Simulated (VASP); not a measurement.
# HgTe (I4mm) in VASP: a series of runs

The runs below take HgTe through single point, with PBE.

Program: VASP 6.6.1. These are calculated values, not measurements. Logs are shortened: lines on timing, memory, paths and dates and some standing lists are left out, and cuts for length are marked.

## Step 1: The cell of the first run

The structure is tetragonal, space group I4mm (No. 107). The conventional cell has a = 4.352 Å, b = 4.352 Å, c = 6.154 Å, α = 90.00°, β = 90.00°, γ = 90.00°. Hg (site symmetry 4mm) has 6 Te at 2.76 to 3.39 Å within 3.6 Å. Within 3.6 Å of Te (site symmetry 4mm) lie 6 Hg at 2.76 to 3.39 Å.

## Step 2: Single point, PBE (all Hg atoms moved +0.312 Å, as atom 1 along Cartesian [0 0 1])

INCAR reads:

```
SYSTEM = HgTe
ALGO     = Normal         ! electronic algorithm
EDIFF    = 1E-6           ! SCF threshold, eV
ENCUT    = 520            ! plane-wave cutoff, eV
GGA      = PE             ! functional
ISIF     = 2              ! what is computed and relaxed
ISMEAR   = 0              ! smearing method
LASPH    = .TRUE.         ! aspherical terms in the spheres
LCHARG   = .FALSE.        ! write CHGCAR
LREAL    = .FALSE.        ! projectors in reciprocal space
LWAVE    = .FALSE.        ! write WAVECAR
NBANDS   = 16             ! bands
NELM     = 60             ! most SCF steps
PREC     = Accurate       ! precision mode
SIGMA    = 0.15           ! smearing width, eV
```

KPOINTS reads:

```
k-points
0
G
  14 14 14
  0 0 0
```

POSCAR reads:

```
HgTe
1.0
    0.0000000000      3.0771170000      3.0771170000
    3.0771170000      0.0000000000      3.0771170000
    3.0771170000      3.0771170000      0.0000000000
Hg Te
1 1
Direct
    0.0507780497      0.0507780497     -0.0507780497
    0.5000000000      0.5000000000      0.5000000000
```

Potentials or basis: VASP PAW PBE potentials, release 64 (Hg, Te).

Run with:

```console
> cat potpaw_PBE.64/Hg/POTCAR potpaw_PBE.64/Te/POTCAR > POTCAR
> mpirun -np 1 vasp_std > vasp.out
```

OUTCAR:

```text
SYSTEM = HgTe
   EDIFF = 1E-6
   ENCUT = 520
   GGA = PE
   ISIF = 2
   ISMEAR = 0
   LASPH = .TRUE.
   LREAL = .FALSE.
   NELM = 60
   PREC = Accurate

 ion  position               nearest neighbor table
   1  0.051  0.051  0.949-   2 2.76   2 3.09   2 3.09   2 3.09   2 3.09   2 3.39
   2  0.500  0.500  0.500-   1 2.76   1 3.09   1 3.09   1 3.09   1 3.09   1 3.39

  LATTYP: Found a face centered cubic cell.
 ALAT       =     6.1542340000

  Lattice vectors:

 A1 = (   0.0000000000,   3.0771170000,   3.0771170000)
 A2 = (   3.0771170000,   0.0000000000,   3.0771170000)
 A3 = (   3.0771170000,   3.0771170000,   0.0000000000)

Analysis of symmetry for initial positions (statically):
=====================================================================
 Subroutine PRICEL returns:
 Original cell was already a primitive cell.

 Routine SETGRP: Setting up the symmetry group for a
 face centered cubic supercell.

 Subroutine GETGRP returns: Found  8 space group operations
 (whereof  8 operations were pure point group operations)
 out of a pool of 48 trial point group operations.

The static configuration has the point symmetry C_4v.

Analysis of symmetry for dynamics (positions and initial velocities):
=====================================================================
 Subroutine PRICEL returns:
 Original cell was already a primitive cell.

 Routine SETGRP: Setting up the symmetry group for a
 face centered cubic supercell.

 Subroutine GETGRP returns: Found  8 space group operations
 (whereof  8 operations were pure point group operations)
 out of a pool of 48 trial point group operations.

The dynamic configuration has the point symmetry C_4v.

 Subroutine INISYM returns: Found  8 space group operations
 (whereof  8 operations are pure point group operations),
 and found     1 'primitive' translations

----------------------------------------------------------------------------------------

                                     Primitive cell

  volume of cell :      58.2723

  direct lattice vectors                    reciprocal lattice vectors
     0.000000000  3.077117000  3.077117000    -0.162489759  0.162489759  0.162489759
     3.077117000  0.000000000  3.077117000     0.162489759 -0.162489759  0.162489759
     3.077117000  3.077117000  0.000000000     0.162489759  0.162489759 -0.162489759

  length of vectors
     4.351700594  4.351700594  4.351700594     0.281440518  0.281440518  0.281440518

  position of ions in fractional coordinates (direct lattice)
     0.050778050  0.050778050  0.949221950
     0.500000000  0.500000000  0.500000000

  ion indices of the primitive-cell ions
   primitive index   ion index
                 1           1
                 2           2

----------------------------------------------------------------------------------------

 KPOINTS: k-points

Automatic generation of k-mesh.
 Grid dimensions read from file:
 generate k-points for:   14   14   14

 Generating k-lattice:

  Cartesian coordinates                     Fractional coordinates (reciprocal lattice)
    -0.011606411  0.011606411  0.011606411     0.071428571  0.000000000  0.000000000
     0.011606411 -0.011606411  0.011606411     0.000000000  0.071428571  0.000000000
     0.011606411  0.011606411 -0.011606411     0.000000000  0.000000000  0.071428571

  Length of vectors
     0.020102894  0.020102894  0.020102894

  Shift w.r.t. Gamma in fractional coordinates (k-lattice)
     0.000000000  0.000000000  0.000000000

 Subroutine IBZKPT returns following result:
 ===========================================

 Found    244 irreducible k-points:

 Following reciprocal coordinates:
            Coordinates               Weight
  0.000000  0.000000  0.000000      1.000000
  0.071429  0.000000  0.000000      8.000000
  0.142857  0.000000  0.000000      8.000000
  0.214286  0.000000  0.000000      8.000000
  0.285714  0.000000  0.000000      8.000000
  0.357143  0.000000  0.000000      8.000000
[... 16 lines left out ...]
 -0.428571  0.071429  0.000000      8.000000
  0.000000 -0.428571  0.071429     16.000000
 [... further k-points ...]
   k-points           NKPTS =    244   k-points in BZ     NKDIM =    244   number of bands    NBANDS=     16
   number of dos      NEDOS =    301   number of ions     NIONS =      2
   total plane-waves  NPLWV =  32768
   dimension x,y,z NGX =    32 NGY =   32 NGZ =   32
   dimension x,y,z NGXF=    64 NGYF=   64 NGZF=   64
   ions per type =               1   1
   NGX,Y,Z   is equivalent  to a cutoff of  12.22, 12.22, 12.22 a.u.
   NGXF,Y,Z  is equivalent  to a cutoff of  24.45, 24.45, 24.45 a.u.
 SYSTEM =  HgTe
   PREC   = accura    normal or accurate (medium, high low for compatibility)
   ISTART =      0    job   : 0-new  1-cont  2-samecut
   ICHARG =      2    charge: 1-file 2-atom 10-const
   ISPIN  =      1    spin polarized calculation?
   LNONCOLLINEAR =      F non collinear calculations
   LSORBIT =      F    spin-orbit coupling
   LASPH  =      T    aspherical Exc in radial PAW
   ENCUT  =  520.0 eV  38.22 Ry    6.18 a.u.   8.09  8.09  8.09*2*pi/ulx,y,z
   NELM   =     60;   NELMIN=  2; NELMDL= -5     # of ELM steps
   EDIFF  = 0.1E-05   stopping-criterion for ELM
   LREAL  =      F    real-space projection
   EDIFFG = 0.1E-04   stopping-criterion for IOM
   NSW    =      0    number of steps for IOM
   IBRION =     -1    ionic relax: 0-MD 1-quasi-New 2-CG
   NFREE  =      0    steps in history (QN), initial steepest desc. (CG)
   ISIF   =      2    stress and relaxation
   ISYM   =      2    0-nonsym 1-usesym 2-fastsym
   POTIM  = 0.5000    time-step for ionic-motion
   TEBEG  =    0.0;   TEEND  =   0.0 temperature during run
   PSTRESS=    0.0 pullay stress
   NELECT =      18.0000    total number of electrons
   NUPDOWN=      -1.0000    fix difference up-down
   EMIN   =  10.00;   EMAX   =-10.00  energy-range for DOS
   EFERMI =   0.00;   METHOD = LEGACY
   ISMEAR =     0;   SIGMA  =   0.15  broadening in eV -4-tet -1-fermi 0-gaus
   EFERMI_NEDOS =   21; number of points for ismear=-14 and -15
   IALGO  =     38    algorithm
   IMIX   =      4    mixing-type and parameters
     AMIX     =   0.40;   BMIX     =  1.00
     AMIX_MAG =   1.60;   BMIX_MAG =  1.00
  volume/ion in A,a.u.               =      29.14       196.62
  Fermi-wavevector in a.u.,A,eV,Ry     =   1.106653  2.091272 16.662809  1.224682
  Thomas-Fermi vector in A             =   2.243157
   LORBIT       =      0    0 simple, 1 ext, 2 COOP (PROOUT), +10 PAW based schemes
   GGA     = PE    functional components
   LHFCALC =     F    Hartree Fock is set to
   AEXX    =    0.0000 exact exchange contribution
   IVDW    =     0    specifies the selected vdW correction
   LEPSILON=     F    determine dielectric tensor
   LRPA    =     F    only Hartree local field effects (RPA)
 non-spin polarized calculation
 Gauss-broadening in eV      SIGMA  =   0.15
  energy-cutoff  :      520.00
  volume of cell :       58.27
 maximum number of plane-waves:      1588
   NGX = 17   NGY = 17   NGZ = 17

 number of electron      18.0000001 magnetization

 Free energy of the ion-electron system (eV)
  ---------------------------------------------------
  ext. energy  EPLUGINS =         0.00000000
  ---------------------------------------------------
  free energy    TOTEN  =        -3.25637679 eV

  energy without entropy =       -3.24090271  energy(sigma->0) =       -3.24863975

 E-fermi :   4.0488     XC(G=0):  -9.7310

 val. band max:        4.0364225321   @ k =   0.0000  -0.2857   0.2143
 cond. band min:       4.0544664017   @ k =   0.1429   0.0714   0.3571
 fundamental gap:      0.0180438696
 Fermi energy:         4.0487867592

 k-point     1 :       0.0000    0.0000    0.0000
  band No.  band energies     occupation
      1      -7.8118      2.00000
      2      -2.7135      2.00000
      3      -2.5555      2.00000
      4      -2.5555      2.00000
      5      -2.5143      2.00000
      6      -2.4635      2.00000
[... 8 lines left out ...]
     15      12.5626      0.00000
     16      12.5626      0.00000

 k-point     2 :       0.0714    0.0000    0.0000
  band No.  band energies     occupation
      1      -7.7707      2.00000
      2      -2.7277      2.00000
      3      -2.5612      2.00000
      4      -2.5542      2.00000
      5      -2.5159      2.00000
      6      -2.4611      2.00000
[... 8 lines left out ...]
     15      12.4162      0.00000
     16      12.4421      0.00000

 k-point     3 :       0.1429    0.0000    0.0000
  band No.  band energies     occupation
      1      -7.6509      2.00000
      2      -2.7669      2.00000
      3      -2.5957      2.00000
      4      -2.5544      2.00000
      5      -2.5007      2.00000
      6      -2.4513      2.00000
[... 8 lines left out ...]
     15      12.3994      0.00000
     16      12.4448      0.00000

 k-point     4 :       0.2143    0.0000    0.0000
  band No.  band energies     occupation
      1      -7.4635      2.00000
      2      -2.8219      2.00000
      3      -2.6538      2.00000
      4      -2.5678      2.00000
      5      -2.4688      2.00000
      6      -2.4305      2.00000
[... 8 lines left out ...]
     15      12.6828      0.00000
     16      12.7407      0.00000
[... 324 lines left out ...]
 k-point    22 :       0.0000    0.5000    0.0714
  band No.  band energies     occupation
      1      -6.7344      2.00000
      2      -2.9050      2.00000
      3      -2.8516      2.00000
      4      -2.7670      2.00000
      5      -2.3620      2.00000
      6      -2.3401      2.00000
[... 8 lines left out ...]
     15      14.9551      0.00000
     16      15.3533      0.00000

 k-point    23 :      -0.4286    0.0714    0.0000
  band No.  band energies     occupation
      1      -6.7597      2.00000
      2      -2.8802      2.00000
      3      -2.8169      2.00000
      4      -2.7911      2.00000
      5      -2.3713      2.00000
      6      -2.3425      2.00000
[... 8 lines left out ...]
     15      14.4855      0.00000
     16      15.3695      0.00000

 k-point    24 :       0.0000   -0.4286    0.0714
  band No.  band energies     occupation
      1      -6.7561      2.00000
      2      -2.9287      2.00000
      3      -2.8452      2.00000
      4      -2.7408      2.00000
      5      -2.3613      2.00000
      6      -2.3456      2.00000
[... 8 lines left out ...]
     15      14.4324      0.00000
     16      15.3442      0.00000

 [... further k-points ...]

------------------------ aborting loop because EDIFF is reached ----------------------------------------

  FORCE on cell =-STRESS in cart. coord.  units (eV):
  Direction    XX          YY          ZZ          XY          YZ          ZX
  --------------------------------------------------------------------------------------
  -------------------------------------------------------------------------------------
  Total       -0.0969442     -0.0969442      1.8445054      0.0000000      0.0000000      0.0000000
  in kB       -2.6654479     -2.6654479     50.7140731      0.0000000      0.0000000      0.0000000
  external PRESSURE =      15.1277258 kB  Pullay stress =       0.0000000 kB

 VOLUME and BASIS-vectors are now :
 -----------------------------------------------------------------------------
  energy-cutoff  :      520.00
  volume of cell :       58.27
      direct lattice vectors                 reciprocal lattice vectors
     0.000000000  3.077117000  3.077117000    -0.162489759  0.162489759  0.162489759
     3.077117000  0.000000000  3.077117000     0.162489759 -0.162489759  0.162489759
     3.077117000  3.077117000  0.000000000     0.162489759  0.162489759 -0.162489759

 POSITION                                       TOTAL-FORCE (eV/Angst)
 -----------------------------------------------------------------------------------
      3.07712      3.07712      0.31250         0.000000      0.000000     -0.741383
      3.07712      3.07712      3.07712         0.000000      0.000000      0.741383
 -----------------------------------------------------------------------------------
    total drift:                               -0.000000     -0.000000     -0.000106

  FREE ENERGIE OF THE ION-ELECTRON SYSTEM (eV)
  ---------------------------------------------------
  free  energy   TOTEN  =        -3.2563767892 eV

  energy  without entropy=       -3.2409027120  energy(sigma->0) =       -3.24863975
```

Run time: 3.6 min. Hardware: 1 thread of Intel Xeon 8259CL, shared host; peak memory 0.36 GiB.

Results:

```yaml
Free_energy: -3.2564 eV
Pressure: 1.5 GPa
Largest_force: 0.741 eV/Å
Band_gap_on_the_k_mesh: zero (bands 9 and 10 overlap by 2.37 eV)
```

Forces on the atoms (eV/Å):
```
Hg   0.000  0.000 -0.741
Te   0.000  0.000  0.741
```

Stress tensor (GPa, compression positive):
```
-0.27  0.00  0.00
 0.00 -0.27  0.00
 0.00  0.00  5.07
```

Caveat: the cell differs from its parent crystal (all Hg atoms moved +0.312 Å, as atom 1 along Cartesian [0 0 1]); the stress differs along the axes, from -0 to 5 GPa; spin-orbit coupling is left out, which moves the levels of the heavy elements.

## Step 3: Single point, PBE (all Hg atoms moved +0.188 Å, as atom 1 along Cartesian [0 0 1])

INCAR reads:

```
SYSTEM = HgTe
PREC = Accurate
ENCUT = 520
EDIFF = 1E-6
ISMEAR = 0
SIGMA = 0.15
LREAL = .FALSE.
LASPH = .TRUE.
NELM = 60
ALGO = Normal
ISIF = 2
LWAVE = .FALSE.
LCHARG = .FALSE.
GGA = PE
NBANDS = 16
```

KPOINTS reads:

```
regular mesh
0
G
  14 14 14
  0 0 0
```

Changes to POSCAR since step 2:

```diff
@@ -8,3 +8,3 @@
 Direct
-    0.0507780497      0.0507780497     -0.0507780497
+    0.0304668298      0.0304668298     -0.0304668298
     0.5000000000      0.5000000000      0.5000000000
```

Potentials or basis: VASP PAW PBE potentials, release 64 (Hg, Te).

Run with:

```console
> cat potpaw_PBE.64/Hg/POTCAR potpaw_PBE.64/Te/POTCAR > POTCAR
> mpirun -np 1 vasp_std > vasp.out
```

Run time: 3.5 min. Hardware: 1 thread of Intel Xeon 8259CL, shared host; peak memory 0.36 GiB.

It converged, with:

- Free energy: -3.3227 eV
- Pressure: 0.4 GPa
- Largest force: 0.351 eV/Å
- Band gap on the k mesh: zero (bands 9 and 10 overlap by 2.39 eV)

Forces in eV/Å, atoms in the order of the input:
```
Hg   0.000  0.000 -0.351
Te   0.000  0.000  0.351
```

Stress tensor (GPa, compression positive):
```
-0.21  0.00  0.00
 0.00 -0.21  0.00
 0.00  0.00  1.64
```

Levels at points of the mesh, in eV from the Fermi level:
| k point | band 6 | band 7 | band 8 | band 9 | band 10 | band 11 | band 12 | band 13 |
| --- | --- | --- | --- | --- | --- | --- | --- | --- |
| (0.00, 0.00, 0.00) | -6.52 | -1.06 | -0.59 | -0.59 | -0.54 | 7.18 | 7.18 | 7.57 |
| (0.50, 0.00, 0.00) | -6.38 | -5.37 | 0.19 | 0.25 | 2.69 | 3.63 | 4.05 | 4.15 |
| (0.50, 0.50, 0.00) | -5.79 | -4.27 | -2.44 | -2.13 | -2.13 | 4.92 | 9.06 | 9.06 |
| (0.00, 0.50, 0.50) | -5.77 | -4.05 | -2.82 | -2.07 | -1.94 | 4.82 | 9.11 | 9.14 |

Caveat: the cell differs from its parent crystal (all Hg atoms moved +0.188 Å, as atom 1 along Cartesian [0 0 1]); spin-orbit coupling is left out, which moves the levels of the heavy elements.
